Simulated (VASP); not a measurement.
Write the native input for VASP 6.6.1 that does the following.

| Quantity | Value |
| --- | --- |
| Task | single point |
| Functional | PBE |
| Potentials or basis | VASP PAW PBE potentials, release 64 (Ta_pv, P, Au) |
| Cutoff | 520 eV |
| k mesh | 6 × 6 × 4 |
| Occupations | gaussian, width 0.1 eV |
| Spin | no spin polarisation |
| Dipole correction | no |
| Further INCAR settings | ALGO = Normal; EDIFF = 1e-06; NBANDS = 33 |

The structure of Ta2P3Au lies in POSCAR:

```
Ta2P3Au
1.0
    5.2598440987      0.0000000000      0.0000000000
   -2.6299220493      4.5551586094      0.0000000000
    0.0000000000      0.0000000000      4.1424049546
Ta P Au
2 3 1
Direct
    0.3333333333      0.6666666667      0.0000000000
    0.6666666667      0.3333333333      0.0000000000
    0.5000000000      0.0000000000      0.5000000000
    0.5000000000      0.5000000000      0.5000000000
    0.0000000000      0.5000000000      0.5000000000
    0.0000000000      0.0000000000      0.0000000000
```

One way to write it, as run:

INCAR

```
PREC = Accurate
ENCUT = 520
EDIFF = 1E-6
ISMEAR = 0
SIGMA = 0.1
LREAL = False
LASPH = True
NELM = 100
ALGO = Normal
ISIF = 2
LWAVE = False
LCHARG = True
GGA = PE
LELF = True
LVHAR = True
NBANDS = 33
```

KPOINTS

```
regular mesh
0
Gamma
  6 6 4
```

Potentials or basis: VASP PAW PBE potentials, release 64 (Ta_pv, P, Au).

Run with:

```sh
$ cat potpaw_PBE.64/Ta_pv/POTCAR potpaw_PBE.64/P/POTCAR potpaw_PBE.64/Au/POTCAR > POTCAR
$ mpirun -np 1 vasp_std > vasp.out
```

It gave:

| Property | Result |
| --- | --- |
| Pressure | 0.2 GPa |
| Band gap on the k mesh | zero (band 24 reaches 8.86 eV, above the bottom of band 25 at 7.63 eV) |

Caveat: the k points lie up to 0.38 Å⁻¹ apart; spin-orbit coupling is left out, which moves the levels of the heavy elements.

It took 92 s on 1 thread of Intel(R) Xeon(R) Platinum 8259CL CPU @ 2.50GHz (Skylake/Cascade Lake), with other jobs on the host, peak memory 0.25 GiB.
